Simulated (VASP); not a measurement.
Be3Te: single point with PBE

The system is Be3Te.

```
Be Te
1.0
    -2.47768    2.47768    2.47768
     2.47768   -2.47768    2.47768
     2.47768    2.47768   -2.47768
Be Te
3 1
Direct
  0.00000 0.50000 0.50000
  0.50000 0.00000 0.50000
  0.50000 0.50000 0.00000
  0.00000 0.00000 0.00000
```

The cell was generated, and may not be a known phase.

```
Program             : VASP 6.6.1
Task                : single point
Functional          : PBE
Potentials or basis : VASP PAW PBE potentials, release 64 (Be, Te)
Cutoff              : 600 eV
k mesh              : 5 × 5 × 5
Occupations         : gaussian, width 0.2 eV
Spin                : no spin polarisation
```

```
Pressure               : -0.2 GPa
Band gap on the k mesh : zero (bands 6 and 7 overlap by 1.12 eV)
```

Levels at points of the mesh, in eV from the Fermi level:
```tsv
k point	band 4	band 5	band 6	band 7	band 8	band 9
(0.00, 0.00, 0.00)	-3.47	-2.24	0.07	0.07	0.07	2.87
```

Wall time 11 s on 1 thread of Intel(R) Xeon(R) Platinum 8488C (Sapphire Rapids) (shared host), peak memory 0.2 GiB.

Caveat: spin-orbit coupling is left out, which moves the levels of the heavy elements.
